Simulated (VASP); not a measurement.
PbO2, 3 atoms in the cell. It takes space group P-3m1 (No. 164, trigonal). The conventional cell has a = 3.287 Å, b = 3.287 Å, c = 3.230 Å, α = 90.00°, β = 90.00°, γ = 120.00°. Pb (site symmetry -3m) has 6 O at 2.13 Å within 2.8 Å. Within 2.8 Å of O (site symmetry 3m) lie 3 Pb at 2.13 Å and 6 O at 2.30 to 2.71 Å. 

* Program: VASP 6.6.1
* Task: single point
* Functional: PBE
* Potentials or basis: VASP PAW PBE potentials, release 64 (Pb_d, O)
* Cutoff: 520 eV
* k mesh: 8 × 8 × 5
* Occupations: fermi-dirac, width 0.02 eV
* Spin: no spin polarisation
* Dipole correction: no
* Further INCAR settings: ALGO = Normal; EDIFF = 1e-07; NBANDS = 20

Potentials or basis: VASP PAW PBE potentials, release 64 (Pb_d, O).

Command:

```bash
$ cat potpaw_PBE.64/Pb_d/POTCAR potpaw_PBE.64/O/POTCAR > POTCAR
$ mpirun -np 1 vasp_std > vasp.out
```

Hardware: 1 thread of Intel Xeon 8259CL (shared host).

Problem. How long does it take, and how much memory?

Solution. It took 18 s on 1 thread of Intel Xeon 8259CL (shared host), peak memory 0.15 GiB. Counts: scf iterations 14, k points 40.
